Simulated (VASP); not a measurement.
Wanted: the native input for a VASP 6.6.1 run.

| Item | Value |
| --- | --- |
| Task | single point |
| Functional | PBEsol |
| Potentials or basis | VASP PAW PBE potentials, release 64 (Sc_sv) |
| Cutoff | 520 eV |
| k mesh | 16 × 16 × 10 |
| Occupations | fermi-dirac, width 0.1 eV |
| Spin | no spin polarisation |
| Dipole correction | no |
| Further INCAR settings | ALGO = Normal; EDIFF = 1e-07; NBANDS = 18 |

The structure of Sc lies in POSCAR:

```
Sc
1.0
    3.1677535671      0.0000000000      0.0000000000
   -1.5838767836      2.7433550620      0.0000000000
    0.0000000000      0.0000000000      4.9169149316
Sc
2
Direct
    0.3333333333      0.6666666667      0.2500000000
    0.6666666667      0.3333333333      0.7500000000
```

One way to write it, as run:

INCAR

```
PREC     = Accurate       # precision mode
ENCUT    = 520            # plane-wave cutoff, eV
EDIFF    = 1E-7           # SCF threshold, eV
ISMEAR   = -1             # smearing method
SIGMA    = 0.1            # smearing width, eV
LREAL    = False          # projectors in reciprocal space
LASPH    = True           # aspherical terms in the spheres
NELM     = 80             # most SCF steps
ALGO     = Normal         # electronic algorithm
ISIF     = 2              # what is computed and relaxed
LWAVE    = False          # write WAVECAR
LCHARG   = False          # write CHGCAR
GGA      = PS             # functional
NBANDS   = 18             # bands
```

KPOINTS

```
Automatic mesh
0
Gamma
  16 16 10
```

Potentials or basis: VASP PAW PBE potentials, release 64 (Sc_sv).

The run is started by

```bash
$ cat potpaw_PBE.64/Sc_sv/POTCAR > POTCAR
$ mpirun -np 1 vasp_std > vasp.out
```

Results of the run:

The pressure is 7.0 GPa. The band gap on the k mesh is zero (bands 11 and 12 overlap by 1.69 eV).

Caveat: the cell stands under pressure; the PAW data sets were made with another functional, which shifts forces and pressure a little.

Run time: 65 s on 1 thread of AMD EPYC 9R45 96-Core Processor (Zen 5), with other jobs on the host, peak memory 0.21 GiB.
